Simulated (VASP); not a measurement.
**Al: electric field gradients with r2SCAN**

Crystal: Al.

```
Al
1.0
     2.86428    0.00000    0.00000
    -1.43214    2.48054    0.00000
     0.00000    0.00000    4.64014
Al
2
Direct
  0.19333 0.59667 0.14500
  0.80667 0.40333 0.85500
```

This cell differs from its parent crystal: shortest bond scaled by 0.58.

```yaml
Program: VASP 6.6.1
Task: electric field gradients
Functional: r2SCAN
Potentials_or_basis: VASP PAW PBE potentials, release 64 (Al)
Cutoff: 520 eV
k_mesh: 12 × 12 × 7
Occupations: fermi-dirac, width 0.05 eV
Spin: no spin polarisation
Dipole_correction: no
Further_INCAR_settings: ALGO = Normal; EDIFF = 1e-08; NBANDS = 10
```

| Property | Result |
| --- | --- |
| Pressure | 62.5 GPa |
| Largest force | 23.852 eV/Å |
| Band gap on the k mesh | zero (bands 3 and 4 overlap by 4.83 eV) |
| Largest electric field gradient by atom | Al -14.8 V/Å² |

Forces in eV/Å, atoms in the order of the input:
```
Al   10.791   6.230  20.339
Al  -10.791  -6.230 -20.339
```

Stress tensor (GPa, compression positive):
```
 47.18  25.38  70.98
 25.38  17.88  40.98
 70.98  40.98 122.57
```

Levels at points of the mesh, in eV from the Fermi level:
```
           k point  band 1  band 2  band 3  band 4  band 5  band 6  band 7
(0.00, 0.00, 0.00)  -12.77   -4.60   -3.14    8.26    9.24    9.26    9.27
(0.50, 0.00, 0.00)   -6.81   -6.67    1.09    1.80    2.70    3.56    3.78
(0.00, 0.50, 0.00)   -6.83   -6.59    1.01    1.29    2.32    3.57    4.67
```

Electric field gradients, principal values (V/Å²):
| atom | least | middle | greatest (by size) |
| --- | --- | --- | --- |
| 1 Al | 0.392 | 14.360 | -14.752 |
| 2 Al | 0.392 | 14.360 | -14.752 |

It took 5.1 min on 1 thread of Intel Xeon 8259CL, on a shared host, peak memory 0.21 GiB.

Caveat: the cell differs from its parent crystal (shortest bond scaled by 0.58); atoms lie so close that the PAW spheres overlap strongly, which falsifies energies and pressures; the stress differs along the axes, from 18 to 123 GPa; without QUAD_EFG the Cq values of the log hold for a quadrupole moment of 1 mb, not for the nuclei; the PAW data sets were made with another functional, which shifts forces and pressure a little.
